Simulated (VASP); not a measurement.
Pr:

```
CELL_PARAMETERS angstrom
3.66900 0.00000 0.00000
-1.83450 3.17745 0.00000
0.00000 0.00000 5.92000
ATOMIC_POSITIONS crystal
Pr 0.66667 0.33333 0.75000
Pr 0.33333 0.66667 0.25000
```

Base run:

```yaml
Program: VASP 6.6.1
Functional: PBEsol
Potentials_or_basis: VASP PAW PBE potentials, release 64 (Pr)
Cutoff: 520 eV
k_mesh: 8 × 8 × 5
Occupations: fermi-dirac, width 0.05 eV
Spin: collinear spin, ferromagnetic start
Starting_moments: "[3.5, 3.5] μB"
```

Its results: pressure -4.8 GPa; net moment 5.80 μB per cell; site moments Pr +2.26 μB.

Q: The run is repeated on the same cell with these changes: spin from collinear spin, ferromagnetic start to collinear spin, ferrimagnetic start; moments at the start from [3.5, 3.5] to [2.0, -1.0]. What comes out?

A: Pressure -4.4 GPa; net moment -0.16 μB per cell; site moments Pr +2.07, -2.13 μB.

Caveats: the magnetic or orbital state may not be the lowest; the cell stands under tension; the PAW data sets were made with another functional, which shifts forces and pressure a little.
